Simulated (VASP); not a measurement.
InGaAs2:

```
Ga In As
1.0
     4.15281    0.00000    0.00000
     0.00000    4.15281    0.00000
     0.00000    0.00000    5.87296
Ga In As
1 1 2
Direct
  0.00000 0.00000 0.00000
  0.50000 0.50000 0.50000
  0.00000 0.50000 0.25000
  0.50000 0.00000 0.75000
```

| Property | Result |
| --- | --- |
| Program | VASP 6.6.1 |
| Task | relaxation of cell and atoms |
| Functional | PBEsol |
| Potentials or basis | VASP PAW PBE potentials, release 64 (Ga_d, In_d, As) |
| Cutoff | 600 eV |
| k mesh | 8 × 8 × 6 |
| Occupations | gaussian, width 0.1 eV |
| Spin | no spin polarisation |

At the start: pressure 1.0 GPa; volume 25.32 Å³/atom.

Problem. Where does the relaxation end?

Solution. Over 9 steps the energy falls by 38.8 meV/atom and the volume is 25.39 Å³/atom (+0.3 %); space group P-4m2 (No. 115, to 0.1 Å) before and after.

Step by step:
```tsv
step	energy change (eV)	largest force (eV/Å)	pressure (GPa)	volume (Å³)
1	0.0000	1.3336	1.00	101.28
2	-0.1199	0.5422	-0.93	103.61
3	-0.1333	0.2065	-1.65	104.69
4	-0.1538	0.0559	0.41	100.91
5	-0.1548	0.0050	0.01	101.58
6	-0.1548	0.0005	-0.03	101.64
7	-0.1551	0.0046	-0.03	101.63
8	-0.1552	0.0140	-0.02	101.60
9	-0.1552	0.0036	0.03	101.55
```

Final structure:
```
Ga In As
1.0
     4.14650    0.00000    0.00000
     0.00000    4.14650    0.00000
     0.00000    0.00000    5.90630
Ga In As
1 1 2
Cartesian
  0.0000 0.0000 0.0000
  2.0733 2.0733 2.9532
  0.0000 2.0733 1.3605
  2.0733 0.0000 4.5458
```

Caveat: the PAW data sets were made with another functional, which shifts forces and pressure a little.
